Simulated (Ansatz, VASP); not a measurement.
# Zn: VASP beside Ansatz

```xyz
1
Lattice="-1.3506 1.5638 1.5638 1.5638 -1.3506 1.5638 1.5638 1.5638 -1.3506" Properties=species:S:1:pos:R:3 pbc="T T T"
Zn    0.0000    0.0000    0.0000
```

Alike in both runs: task single point; functional PBEsol; k mesh 22 × 22 × 22; occupations gaussian, width 0.15 eV; no spin polarisation.

|  | VASP | Ansatz |
| --- | --- | --- |
| version | VASP 6.6.1 | Ansatz 0.2.0 |
| potentials or method | VASP PAW PBE potentials, release 64 (Zn), cutoff 520 eV | scalar-relativistic, plane waves, PAW |
| valence electrons in the cell | 12 | 12 |

VASP gave:

```
gap on the k mesh at the Fermi level (eV)                     : none
pressure (GPa)                                                : -0.9
traceless stress, the component that is largest in VASP (GPa) : -1.78
```

Problem. Estimate Ansatz's values.

Solution. gap on the k mesh at the Fermi level (eV): none; pressure (GPa): -1.3; traceless stress, the component that is largest in VASP (GPa): -1.72.

VASP's potentials were made for PBE, not for PBEsol. A gap of «none» marks a metal or a gap that the smearing closes.
